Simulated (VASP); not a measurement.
Al2O: single point with PBE

Al2O:

```xyz
3
Lattice="-1.9406 1.9406 3.3038 1.9406 -1.9406 3.3038 1.9406 1.9406 -3.3038" Properties=species:S:1:pos:R:3 pbc="T T T"
Al    0.0000    1.9406    0.0000
Al    1.9406    0.0000    0.0000
O     0.0000    0.0000    3.3038
```

```
Program             : VASP 6.6.1
Task                : single point
Functional          : PBE
Potentials or basis : VASP PAW PBE potentials, release 64 (Al, O)
Cutoff              : 520 eV
k mesh              : 6 × 6 × 6
Occupations         : gaussian, width 0.1 eV
Spin                : no spin polarisation
```

The pressure is -1.3 GPa and the band gap on the k mesh is zero (band 6 reaches 8.87 eV, above the bottom of band 7 at 5.25 eV).

Stress tensor (GPa, compression positive):
```
 1.88  0.00  0.00
 0.00  1.88  0.00
 0.00  0.00 -7.68
```

Levels at points of the mesh, in eV from the Fermi level:
```tsv
k point	band 2	band 3	band 4	band 5	band 6	band 7	band 8	band 9	band 10	band 11
(0.00, 0.00, 0.00)	-7.25	-7.25	-6.33	-4.90	3.36	3.42	4.81	4.81	4.84	5.09
(0.50, 0.00, 0.00)	-9.02	-7.21	-5.35	-2.74	-1.56	1.99	2.25	2.71	7.31	7.93
(0.50, 0.50, 0.00)	-8.76	-8.20	-5.12	-3.14	-0.31	-0.09	2.62	4.15	5.04	6.73
(0.50, 0.50, 0.50)	-7.46	-7.46	-6.61	-4.21	-0.10	0.19	3.59	3.59	8.22	8.57
```

Run time: 24 s on 1 thread of Intel(R) Xeon(R) Platinum 8375C CPU @ 2.90GHz (Ice Lake), with other jobs on the host, peak memory 0.17 GiB.

Caveat: the k points lie up to 0.38 Å⁻¹ apart.
